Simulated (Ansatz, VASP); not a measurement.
**Se: VASP beside Ansatz**

INCAR

```
PREC = Accurate
ENCUT = 520
EDIFF = 1E-7
ISMEAR = 0
SIGMA = 0.05
LREAL = F
LASPH = T
NELM = 60
ALGO = Normal
ISIF = 2
LWAVE = F
LCHARG = F
GGA = PE
IVDW = 12
NBANDS = 16
```

Contents of KPOINTS:

```
Automatic mesh
0
Gamma
  9 9 8
```

File POSCAR:

```
Se
1.0
    3.8829940266      0.0000000000      0.0000000000
   -1.9414970133      3.3627714698      0.0000000000
    0.0000000000      0.0000000000      5.6283998416
Se
3
Direct
    0.2934348538      0.0000000000      0.3333333333
    0.0000000000      0.2934348538      0.6666666667
    0.7065651462      0.7065651462      0.0000000000
```

Input for Ansatz:

```yaml
crystal:
  lattice:
    - [3.8829940266, 0.0, 0.0]
    - [-1.9414970133, 3.3627714698, 0.0]
    - [0.0, 0.0, 5.6283998416]
  atoms:
    - { symbol: Se, position: [0.2934348538, 0.0, 0.3333333333] }
    - { symbol: Se, position: [0.0, 0.2934348538, 0.6666666667] }
    - { symbol: Se, position: [0.7065651462, 0.7065651462, 0.0] }
basis:
  ecutwfc: 420
kpoints:
  mp_grid: { grid: [9, 9, 8] }
hamiltonian:
  xc: pbe
  dispersion: d3bj
scf:
  occupations: { method: gaussian, width: 0.05 }
output:
  forces: true
  stress: true
  eigenvalues: true
```

Alike in both runs: task single point; functional PBE; dispersion D3(BJ); k mesh 9 × 9 × 8; occupations gaussian, width 0.05 eV; no spin polarisation.

|  | VASP | Ansatz |
| --- | --- | --- |
| version | VASP 6.6.1 | Ansatz 0.2.0 |
| potentials or method | VASP PAW PBE potentials, release 64 (Se), cutoff 520 eV | scalar-relativistic, plane waves, PAW |
| valence electrons in the cell | 18 | 48 |

|  | VASP | Ansatz | Ansatz less VASP |
| --- | --- | --- | --- |
| gap on the k mesh at the Fermi level (eV) | none | none | - |
| pressure (GPa) | -6.9 | -6.9 | -0.01 |
| traceless stress, the component that is largest in VASP (GPa) | -4.35 | -4.36 | -0.007 |
| rms of the force components (eV/Å) | 0.399 | 0.400 | +0.0007 |

Atom by atom the forces differ by 0.001 eV/Å (rms over components). A gap of «none» marks a metal or a gap that the smearing closes. VASP's potentials hold 18 valence electrons a cell and Ansatz's 48, so a difference there can come from the potentials and not from the codes.
